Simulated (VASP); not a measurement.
Input of a VASP 6.6.1 run:

INCAR

```
SYSTEM = CaF2
  ALGO = Normal
  EDIFF = 1E-6
  ENCUT = 600
  GGA = PE
  GGA_COMPAT = .False.
  ISIF = 2
  ISMEAR = 0
  LASPH = .True.
  LCHARG = .True.
  LELF = .True.
  LREAL = .False.
  LVHAR = .True.
  LWAVE = .False.
  NBANDS = 19
  NELM = 120
  PREC = Accurate
  SIGMA = 0.01
```

KPOINTS

```
k-points
0
Gamma
  6 6 6
  0 0 0
```

File POSCAR:

```
CaF2
1.0
    0.0000000000      2.6986812085      2.6986812085
    2.6986812085      0.0000000000      2.6986812085
    2.6986812085      2.6986812085      0.0000000000
Ca F
1 2
Direct
    0.0000000000      0.0000000000      0.0000000000
    0.2500000000      0.2500000000      0.2500000000
    0.7500000000      0.7500000000      0.7500000000
```

Potentials or basis: VASP PAW PBE potentials, release 64 (Ca_sv, F).

Command:

```bash
$ cat potpaw_PBE.64/Ca_sv/POTCAR potpaw_PBE.64/F/POTCAR > POTCAR
$ mpirun -np 1 vasp_std > vasp.out
```

What does it give for the band gap on the k mesh?

7.49 eV (least direct gap 7.76 eV).

Predict the pressure.

5.9 GPa.

Caveat: the cell stands under pressure. A k mesh can miss the band edges.
